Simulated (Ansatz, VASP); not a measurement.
## Be3CdF: VASP beside Ansatz

```xyz
5
Lattice="2.8814 0.0000 0.0000 0.0000 2.8814 0.0000 0.0000 0.0000 7.0608" Properties=species:S:1:pos:R:3 pbc="T T T"
Be    1.4407    1.4407    4.7283
Be    1.4407    1.4407    2.3325
Be    0.0000    0.0000    0.0000
Cd    0.0000    0.0000    3.5304
F     1.4407    1.4407    3.5304
```

Alike in both runs: task relaxation of cell and atoms; functional PBE; k mesh 6 × 6 × 4; occupations gaussian, width 0.1 eV; no spin polarisation.

```csv
,VASP,Ansatz
version,VASP 6.6.1,Ansatz 0.2.0
potentials or method,"VASP PAW PBE potentials, release 64 (Be, Cd, F), cutoff 600 eV","scalar-relativistic, plane waves, PAW"
valence electrons in the cell,25,33
```

|  | VASP | Ansatz | Ansatz less VASP |
| --- | --- | --- | --- |
| gap on the k mesh at the Fermi level, each at its own relaxed structure (eV) | none | none | - |
| relaxed volume (Å³/atom) | 13.37 | 13.83 | +0.463 |
| relaxed length of the cell vector where the two differ most in proportion (Å) | 3.604 | 3.676 | +0.0724 |

A gap of «none» marks a metal or a gap that the smearing closes. VASP's potentials hold 25 valence electrons a cell and Ansatz's 33, so a difference there can come from the potentials and not from the codes.

The k mesh is coarse, so the values compare programs but aren't converged.
